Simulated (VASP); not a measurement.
Wanted: the native input for a VASP 6.6.1 run.

* Task: single point
* Functional: PBE
* Potentials or basis: VASP PAW PBE potentials, release 64 (Na_pv, K_sv, F)
* Cutoff: 520 eV
* k mesh: 8 × 8 × 8
* Occupations: fermi-dirac, width 0.02 eV
* Spin: no spin polarisation
* Dipole correction: no
* Further INCAR settings: ALGO = Normal; EDIFF = 1e-06; NBANDS = 23

The structure of KNaF2 lies in POSCAR:

```
KNaF2
1.0
    1.7831787607      1.0295187375      5.9050315737
   -1.7831787607      1.0295187375      5.9050315737
    0.0000000000     -2.0590374749      5.9050315738
Na K F
1 1 2
Direct
    1.0000000000      0.0000000000      0.0000000000
    0.5000000000      0.5000000000      0.5000000000
    0.2600112607      0.2600112607      0.2600112607
    0.7399887393      0.7399887393      0.7399887393
```

One way to write it, as run:

INCAR

```
SYSTEM = KNaF2
PREC = Accurate
ENCUT = 520
EDIFF = 1E-6
ISMEAR = -1
SIGMA = 0.02
LREAL = .FALSE.
LASPH = .TRUE.
NELM = 100
ALGO = Normal
ISIF = 2
LWAVE = .FALSE.
LCHARG = .FALSE.
GGA = PE
NBANDS = 23
```

KPOINTS

```
Automatic mesh
0
G
  8 8 8
  0 0 0
```

Potentials or basis: VASP PAW PBE potentials, release 64 (Na_pv, K_sv, F).

Command:

```console
$ cat potpaw_PBE.64/Na_pv/POTCAR potpaw_PBE.64/K_sv/POTCAR potpaw_PBE.64/F/POTCAR > POTCAR
$ mpirun -np 1 vasp_std > vasp.out
```

Results of the run:

```
Pressure               : 0.0 GPa
Largest force          : 0.016 eV/Å
Band gap on the k mesh : 5.92 eV, direct
```

Wall time 3.5 min on 1 thread of AMD EPYC 7R13 Processor (Zen 3), on a shared host, peak memory 0.33 GiB.
